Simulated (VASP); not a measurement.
# Ru (P6_3/mmc) in VASP: notebook

Runs on Ru. Level: PBE. Tasks: single point.

Program: VASP 6.6.1. These are calculated values, not measurements. Logs are shortened: lines on timing, memory, paths and dates and some standing lists are left out, and cuts for length are marked.

### 1 The cell of the first run

Symmetry: P6_3/mmc, No. 194, hexagonal system. Conventional cell: a = 2.721 Å, b = 2.721 Å, c = 4.296 Å, α = 90.00°, β = 90.00°, γ = 120.00°. Ru (site symmetry -6m2) has 12 Ru at 2.66 to 2.72 Å within 3.5 Å.

### 2 Single point, PBE

Contents of INCAR:

```
PREC = Accurate
ENCUT = 520
EDIFF = 1E-6
ISMEAR = -1
SIGMA = 0.08
LREAL = False
LASPH = True
NELM = 100
ALGO = Normal
ISIF = 2
LWAVE = False
LCHARG = True
GGA = PE
LELF = True
LVHAR = True
NBANDS = 21
```

Contents of KPOINTS:

```
Automatic mesh
0
Gamma
  14 14 8
```

Contents of POSCAR:

```
Ru
1.0
    1.3603692281     -2.3562286202      0.0000000000
    1.3603692281      2.3562286202      0.0000000000
    0.0000000000      0.0000000000      4.2960587739
Ru
2
Direct
    0.6666666670      0.3333333330      0.2500000000
    0.3333333330      0.6666666670      0.7500000000
```

Potentials or basis: VASP PAW PBE potentials, release 64 (Ru_pv).

Started as:

```console
> cat potpaw_PBE.64/Ru_pv/POTCAR > POTCAR
> mpirun -np 1 vasp_std > vasp.out
```

OUTCAR:

```text
PREC = Accurate
   ENCUT = 520
   EDIFF = 1E-6
   ISMEAR = -1
   LREAL = False
   LASPH = True
   NELM = 100
   ISIF = 2
   GGA = PE

 ion  position               nearest neighbor table
   1  0.667  0.333  0.250-   2 2.66   2 2.66   2 2.66   2 2.66   2 2.66   2 2.66
   2  0.333  0.667  0.750-   1 2.66   1 2.66   1 2.66   1 2.66   1 2.66   1 2.66

  LATTYP: Found a hexagonal cell.
 ALAT       =     2.7207384563
 C/A-ratio  =     1.5790046868

  Lattice vectors:

 A1 = (   1.3603692281,  -2.3562286202,   0.0000000000)
 A2 = (   1.3603692281,   2.3562286202,   0.0000000000)
 A3 = (   0.0000000000,   0.0000000000,   4.2960587739)

Analysis of symmetry for initial positions (statically):
=====================================================================
 Subroutine PRICEL returns:
 Original cell was already a primitive cell.

 Routine SETGRP: Setting up the symmetry group for a
 hexagonal supercell.

 Subroutine GETGRP returns: Found 24 space group operations
 (whereof 12 operations were pure point group operations)
 out of a pool of 24 trial point group operations.

The static configuration has the point symmetry D_3d.
 The point group associated with its full space group is D_6h.

Analysis of symmetry for dynamics (positions and initial velocities):
=====================================================================
 Subroutine PRICEL returns:
 Original cell was already a primitive cell.

 Routine SETGRP: Setting up the symmetry group for a
 hexagonal supercell.

 Subroutine GETGRP returns: Found 24 space group operations
 (whereof 12 operations were pure point group operations)
 out of a pool of 24 trial point group operations.

The dynamic configuration has the point symmetry D_3d.
 The point group associated with its full space group is D_6h.

 Subroutine INISYM returns: Found 24 space group operations
 (whereof 12 operations are pure point group operations),
 and found     1 'primitive' translations

----------------------------------------------------------------------------------------

                                     Primitive cell

  volume of cell :      27.5407

  direct lattice vectors                    reciprocal lattice vectors
     1.360369228 -2.356228620  0.000000000     0.367547273 -0.212203517  0.000000000
     1.360369228  2.356228620  0.000000000     0.367547273  0.212203517  0.000000000
     0.000000000  0.000000000  4.296058774     0.000000000  0.000000000  0.232771490

  length of vectors
     2.720738456  2.720738456  4.296058774     0.424407034  0.424407034  0.232771490

  position of ions in fractional coordinates (direct lattice)
     0.666666667  0.333333333  0.250000000
     0.333333333  0.666666667  0.750000000

  ion indices of the primitive-cell ions
   primitive index   ion index
                 1           1
                 2           2

----------------------------------------------------------------------------------------

 KPOINTS: Automatic mesh

Automatic generation of k-mesh.
 Grid dimensions read from file:
 generate k-points for:   14   14    8

 Generating k-lattice:

  Cartesian coordinates                     Fractional coordinates (reciprocal lattice)
     0.026253377 -0.015157394  0.000000000     0.071428571  0.000000000  0.000000000
     0.026253377  0.015157394  0.000000000     0.000000000  0.071428571  0.000000000
     0.000000000  0.000000000  0.029096436     0.000000000  0.000000000  0.125000000

  Length of vectors
     0.030314788  0.030314788  0.029096436

  Shift w.r.t. Gamma in fractional coordinates (k-lattice)
     0.000000000  0.000000000  0.000000000

 Subroutine IBZKPT returns following result:
 ===========================================

 Found    120 irreducible k-points:

 Following reciprocal coordinates:
            Coordinates               Weight
  0.000000  0.000000  0.000000      1.000000
  0.071429  0.000000  0.000000      6.000000
  0.142857  0.000000  0.000000      6.000000
  0.214286  0.000000  0.000000      6.000000
  0.285714  0.000000  0.000000      6.000000
  0.357143  0.000000  0.000000      6.000000
[... 16 lines left out ...]
  0.285714  0.285714  0.000000      6.000000
  0.357143  0.285714  0.000000      6.000000
 [... further k-points ...]
   k-points           NKPTS =    120   k-points in BZ     NKDIM =    120   number of bands    NBANDS=     21
   number of dos      NEDOS =    301   number of ions     NIONS =      2
   total plane-waves  NPLWV =  12800
   dimension x,y,z NGX =    20 NGY =   20 NGZ =   32
   dimension x,y,z NGXF=    40 NGYF=   40 NGZF=   64
   ions per type =               2
   NGX,Y,Z   is equivalent  to a cutoff of  12.22, 12.22, 12.38 a.u.
   NGXF,Y,Z  is equivalent  to a cutoff of  24.44, 24.44, 24.77 a.u.
 SYSTEM =  unknown system
   PREC   = accura    normal or accurate (medium, high low for compatibility)
   ISTART =      0    job   : 0-new  1-cont  2-samecut
   ICHARG =      2    charge: 1-file 2-atom 10-const
   ISPIN  =      1    spin polarized calculation?
   LNONCOLLINEAR =      F non collinear calculations
   LSORBIT =      F    spin-orbit coupling
   LASPH  =      T    aspherical Exc in radial PAW
   ENCUT  =  520.0 eV  38.22 Ry    6.18 a.u.   5.06  5.06  7.99*2*pi/ulx,y,z
   NELM   =    100;   NELMIN=  2; NELMDL= -5     # of ELM steps
   EDIFF  = 0.1E-05   stopping-criterion for ELM
   LREAL  =      F    real-space projection
   EDIFFG = 0.1E-04   stopping-criterion for IOM
   NSW    =      0    number of steps for IOM
   IBRION =     -1    ionic relax: 0-MD 1-quasi-New 2-CG
   NFREE  =      0    steps in history (QN), initial steepest desc. (CG)
   ISIF   =      2    stress and relaxation
   ISYM   =      2    0-nonsym 1-usesym 2-fastsym
   POTIM  = 0.5000    time-step for ionic-motion
   TEBEG  =    0.0;   TEEND  =   0.0 temperature during run
   PSTRESS=    0.0 pullay stress
   NELECT =      28.0000    total number of electrons
   NUPDOWN=      -1.0000    fix difference up-down
   EMIN   =  10.00;   EMAX   =-10.00  energy-range for DOS
   EFERMI =   0.00;   METHOD = LEGACY
   ISMEAR =    -1;   SIGMA  =   0.08  broadening in eV -4-tet -1-fermi 0-gaus
   EFERMI_NEDOS =   21; number of points for ismear=-14 and -15
   IALGO  =     38    algorithm
   IMIX   =      4    mixing-type and parameters
     AMIX     =   0.40;   BMIX     =  1.00
     AMIX_MAG =   1.60;   BMIX_MAG =  1.00
  volume/ion in A,a.u.               =      13.77        92.93
  Fermi-wavevector in a.u.,A,eV,Ry     =   1.646150  3.110772 36.869194  2.709809
  Thomas-Fermi vector in A             =   2.735827
   LORBIT       =      0    0 simple, 1 ext, 2 COOP (PROOUT), +10 PAW based schemes
   GGA     = PE    functional components
   LHFCALC =     F    Hartree Fock is set to
   AEXX    =    0.0000 exact exchange contribution
   IVDW    =     0    specifies the selected vdW correction
   LEPSILON=     F    determine dielectric tensor
   LRPA    =     F    only Hartree local field effects (RPA)
 non-spin polarized calculation
  energy-cutoff  :      520.00
  volume of cell :       27.54
 maximum number of plane-waves:       756
   NGX = 11   NGY = 11   NGZ = 15

 number of electron      28.0000013 magnetization

 Free energy of the ion-electron system (eV)
  ---------------------------------------------------
  ext. energy  EPLUGINS =         0.00000000
  ---------------------------------------------------
  free energy    TOTEN  =       -18.48381615 eV

  energy without entropy =      -18.44503629  energy(sigma->0) =      -18.46442622

 E-fermi :  12.5854     XC(G=0): -14.0323

 val. band max:       12.5622214689   @ k =   0.0000   0.0000   0.3750
 cond. band min:      12.5875839697   @ k =   0.2857   0.1429   0.0000
 fundamental gap:      0.0253625008
 Fermi energy:        12.5853835831

 k-point     1 :       0.0000    0.0000    0.0000
  band No.  band energies     occupation
      1     -31.0184      2.00000
      2     -30.1254      2.00000
      3     -30.1254      2.00000
      4     -29.9607      2.00000
      5     -29.9607      2.00000
      6     -29.9223      2.00000
[... 13 lines left out ...]
     20      23.0163      0.00000
     21      23.0303      0.00000

 k-point     2 :       0.0714    0.0000    0.0000
  band No.  band energies     occupation
      1     -31.0018      2.00000
      2     -30.1603      2.00000
      3     -30.1373      2.00000
      4     -29.9973      2.00000
      5     -29.9655      2.00000
      6     -29.9301      2.00000
[... 13 lines left out ...]
     20      23.0163      0.00000
     21      23.0289      0.00000

 k-point     3 :       0.1429    0.0000    0.0000
  band No.  band energies     occupation
      1     -30.9536      2.00000
      2     -30.2583      2.00000
      3     -30.1698      2.00000
      4     -30.0982      2.00000
      5     -29.9796      2.00000
      6     -29.9536      2.00000
[... 13 lines left out ...]
     20      23.0163      0.00000
     21      23.0257      0.00000

 k-point     4 :       0.2143    0.0000    0.0000
  band No.  band energies     occupation
      1     -30.8787      2.00000
      2     -30.3999      2.00000
      3     -30.2401      2.00000
      4     -30.2150      2.00000
      5     -30.0012      2.00000
      6     -29.9927      2.00000
[... 13 lines left out ...]
     20      23.0162      0.00000
     21      23.0227      0.00000

 k-point     5 :       0.2857    0.0000    0.0000
  band No.  band energies     occupation
      1     -30.7852      2.00000
      2     -30.5572      2.00000
      3     -30.3926      2.00000
      4     -30.2636      2.00000
      5     -30.0464      2.00000
      6     -30.0266      2.00000
[... 13 lines left out ...]
     20      23.0161      0.00000
     21      23.0201      0.00000
[... 382 lines left out ...]
     20      23.0139      0.00000
     21      23.0312      0.00000

 k-point    22 :       0.3571    0.2143    0.0000
  band No.  band energies     occupation
      1     -30.7447      2.00000
      2     -30.5782      2.00000
      3     -30.4868      2.00000
      4     -30.4683      2.00000
      5     -30.2608      2.00000
      6     -30.2476      2.00000
[... 13 lines left out ...]
     20      23.0159      0.00000
     21      23.0173      0.00000

 k-point    23 :       0.2857    0.2857    0.0000
  band No.  band energies     occupation
      1     -30.7084      2.00000
      2     -30.5858      2.00000
      3     -30.4731      2.00000
      4     -30.4670      2.00000
      5     -30.2987      2.00000
      6     -30.2724      2.00000
[... 13 lines left out ...]
     20      23.0160      0.00000
     21      23.0166      0.00000

 k-point    24 :       0.3571    0.2857    0.0000
  band No.  band energies     occupation
      1     -30.7118      2.00000
      2     -30.5362      2.00000
      3     -30.5331      2.00000
      4     -30.4143      2.00000
      5     -30.3325      2.00000
      6     -30.3256      2.00000
[... 13 lines left out ...]
     20      23.0164      0.00000
     21      23.0165      0.00000

 [... further k-points ...]

------------------------ aborting loop because EDIFF is reached ----------------------------------------

  FORCE on cell =-STRESS in cart. coord.  units (eV):
  Direction    XX          YY          ZZ          XY          YZ          ZX
  --------------------------------------------------------------------------------------
  -------------------------------------------------------------------------------------
  Total        0.0271496      0.0271496     -0.0630188      0.0000000     -0.0000000      0.0000000
  in kB        1.5794255      1.5794255     -3.6661169      0.0000000     -0.0000000      0.0000000
  external PRESSURE =      -0.1690887 kB  Pullay stress =       0.0000000 kB

 VOLUME and BASIS-vectors are now :
 -----------------------------------------------------------------------------
  energy-cutoff  :      520.00
  volume of cell :       27.54
      direct lattice vectors                 reciprocal lattice vectors
     1.360369228 -2.356228620  0.000000000     0.367547273 -0.212203517  0.000000000
     1.360369228  2.356228620  0.000000000     0.367547273  0.212203517  0.000000000
     0.000000000  0.000000000  4.296058774     0.000000000  0.000000000  0.232771490

 POSITION                                       TOTAL-FORCE (eV/Angst)
 -----------------------------------------------------------------------------------
      1.36037     -0.78541      1.07401         0.000000      0.000000      0.000000
      1.36037      0.78541      3.22204         0.000000     -0.000000      0.000000
 -----------------------------------------------------------------------------------
    total drift:                                0.000000      0.000001     -0.000000

  FREE ENERGIE OF THE ION-ELECTRON SYSTEM (eV)
  ---------------------------------------------------
  free  energy   TOTEN  =       -18.4838161486 eV

  energy  without entropy=      -18.4450362877  energy(sigma->0) =      -18.46442622
```

Wall time 18 s (1 thread of Intel Xeon 6975P-C (Granite Rapids), shared host); peak memory 0.17 GiB.

Results:

```
Free energy            : -18.4838 eV
Pressure               : 0.0 GPa
Band gap on the k mesh : zero (band 14 reaches 14.15 eV, above the bottom of band 15 at 11.09 eV)
```

Levels at points of the mesh, in eV from the Fermi level:
```csv
k point,band 12,band 13,band 14,band 15,band 16,band 17
"(0.00, 0.00, 0.00)",-1.87,-1.87,-1.38,-1.38,1.15,1.15
"(0.50, 0.00, 0.00)",-1.78,-1.48,1.38,1.79,1.87,3.98
"(0.00, 0.00, 0.50)",-2.71,-2.66,-2.66,0.53,0.53,0.53
"(0.50, 0.00, 0.50)",-1.05,0.43,0.43,1.63,1.63,3.34
```

### 3 Single point, PBE

Contents of INCAR:

```
SYSTEM = Ru
PREC = Accurate
ENCUT = 520
EDIFF = 1E-7
ISMEAR = -1
SIGMA = 0.08
LREAL = .False.
LASPH = .True.
NELM = 60
ALGO = Normal
ISIF = 2
LWAVE = .False.
LCHARG = .False.
GGA = PE
NBANDS = 21
```

Contents of KPOINTS:

```
Automatic mesh
0
Gamma
  18 18 10
  0 0 0
```

Contents of POSCAR:

```
Ru
1.0
    2.7207384563      0.0000000000      0.0000000000
   -1.3603692281      2.3562286202      0.0000000000
    0.0000000000      0.0000000000      4.2960587739
Ru
2
Direct
    0.3333333333      0.6666666667      0.2500000000
    0.6666666667      0.3333333333      0.7500000000
```

Potentials or basis: VASP PAW PBE potentials, release 64 (Ru_pv).

Started as:

```console
> cat potpaw_PBE.64/Ru_pv/POTCAR > POTCAR
> mpirun -np 1 vasp_std > vasp.out
```

It took 34 s on 1 thread of Intel Xeon 6975P-C (Granite Rapids), shared host; peak memory 0.21 GiB.

It converged, with:

```yaml
Free_energy: -18.4858 eV
Pressure: -0.1 GPa
Band_gap_on_the_k_mesh: zero (band 14 reaches 14.04 eV, above the bottom of band 15 at 10.98 eV)
```

Levels at points of the mesh, in eV from the Fermi level:
```
           k point  band 11  band 12  band 13  band 14  band 15  band 16  band 17  band 18
(0.00, 0.00, 0.00)    -2.35    -1.87    -1.87    -1.38    -1.38     1.15     1.15     1.30
(0.50, 0.00, 0.00)    -2.03    -1.78    -1.48     1.38     1.79     1.87     3.98     6.01
(0.00, 0.00, 0.50)    -2.71    -2.71    -2.66    -2.66     0.53     0.53     0.53     0.53
(0.50, 0.00, 0.50)    -1.05    -1.05     0.43     0.43     1.63     1.63     3.33     3.33
```
